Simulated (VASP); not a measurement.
Runs of VASP 6.6.1 on KBr. It takes space group Fm-3m (No. 225, cubic). The conventional cell has a = 6.604 Å, b = 6.604 Å, c = 6.604 Å, α = 90.00°, β = 90.00°, γ = 90.00°. K (site symmetry m-3m) has 6 Br at 3.30 Å within 4.3 Å. Br (site symmetry m-3m) has 6 K at 3.30 Å within 4.3 Å. 

```csv
level,k mesh,grid for exact exchange (PRECFOCK),share of exact exchange,screening parameter,gap on the mesh (eV),pressure (GPa)
r2SCAN,4 × 4 × 4,-,-,-,5.07,0.0
PBE,6 × 6 × 6,-,-,-,4.43,0.7
HSE06,4 × 4 × 4,Normal,0.25,0.2079 1/Å,(b),(a)
PBE,4 × 4 × 4,-,-,-,4.43,0.7
PBE0,4 × 4 × 4,Normal,0.25,-,6.32,0.4
```

Alike in all rows: task single point; potentials or basis VASP PAW PBE potentials, release 64 (K_sv, Br); no spin polarisation; cell as given; cutoff (eV) 520; smearing gaussian 0.01 eV.

Problem. Fill in the values left out.

Solution. (a) 0.5; (b) 5.59.

Caveats: the PAW data sets were made with another functional, which shifts forces and pressure a little (at least some runs).

A k mesh can miss the band edges, and the runs leave out spin-orbit coupling on Br.
